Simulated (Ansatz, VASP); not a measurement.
Nb in VASP and in Ansatz

File POSCAR:

```
Nb
1.0
    0.0000000000      2.1678750000      2.1150000000
    2.1678750000      0.0000000000      2.1150000000
    2.1678750000      2.1678750000      0.0000000000
Nb
1
Direct
    0.0000000000      0.0000000000      0.0000000000
```

Contents of INCAR.step1:

```
PREC     = Accurate       # precision mode
ENCUT    = 520            # plane-wave cutoff, eV
ISMEAR   = 0              # smearing method
SIGMA    = 0.15           # smearing width, eV
LREAL    = F              # projectors in reciprocal space
LASPH    = T              # aspherical terms in the spheres
NELM     = 60             # most SCF steps
NBANDS   = 12             # bands
GGA      = PE             # functional
ALGO     = Normal         # electronic algorithm
EDIFF    = 1E-4           # SCF threshold, eV
LWAVE    = T              # write WAVECAR
LCHARG   = F              # write CHGCAR
```

File INCAR.step2:

```
PREC     = Accurate       # precision mode
ENCUT    = 520            # plane-wave cutoff, eV
EDIFF    = 1E-6           # SCF threshold, eV
ISMEAR   = 0              # smearing method
SIGMA    = 0.15           # smearing width, eV
LREAL    = F              # projectors in reciprocal space
LASPH    = T              # aspherical terms in the spheres
NELM     = 60             # most SCF steps
ALGO     = Normal         # electronic algorithm
ISIF     = 2              # what is computed and relaxed
LWAVE    = F              # write WAVECAR
LCHARG   = F              # write CHGCAR
METAGGA  = R2SCAN         # meta-GGA
LMIXTAU  = T            
NBANDS   = 12             # bands
ISTART   = 1
```

KPOINTS

```
Automatic mesh
0
Gamma
  20 20 20
```

Input for Ansatz:

```yaml
crystal:
  lattice:
    - [0.0, 2.167875, 2.115]
    - [2.167875, 0.0, 2.115]
    - [2.167875, 2.167875, 0.0]
  atoms:
    - { symbol: Nb, position: [0.0, 0.0, 0.0] }
basis:
  ecutwfc: 500
kpoints:
  mp_grid: { grid: [20, 20, 20] }
hamiltonian:
  xc: r2scan
scf:
  occupations: { method: gaussian, width: 0.15 }
output:
  forces: true
  stress: true
  eigenvalues: true
```

Change from the starting cell: strain +0.025 along x and y, +0.000 along z, atoms carried along.

Alike in both runs: task single point; functional r2SCAN; k mesh 20 × 20 × 20; occupations gaussian, width 0.15 eV; no spin polarisation.

```csv
,VASP,Ansatz
version,VASP 6.6.1,Ansatz 0.2.0
potentials or method,"VASP PAW PBE potentials, release 64 (Nb_sv), cutoff 520 eV","scalar-relativistic, plane waves, PAW"
valence electrons in the cell,13,13
```

VASP gave:

| Item | Value |
| --- | --- |
| gap on the k mesh at the Fermi level (eV) | none |
| pressure (GPa) | -9.6 |
| traceless stress, the component that is largest in VASP (GPa) | -3.64 |

Task: Which values does Ansatz return?

Result: gap on the k mesh at the Fermi level (eV): none; pressure (GPa): -9.4; traceless stress, the component that is largest in VASP (GPa): -3.67.

VASP's potentials were made for PBE, not for r2SCAN. A gap of «none» marks a metal or a gap that the smearing closes.
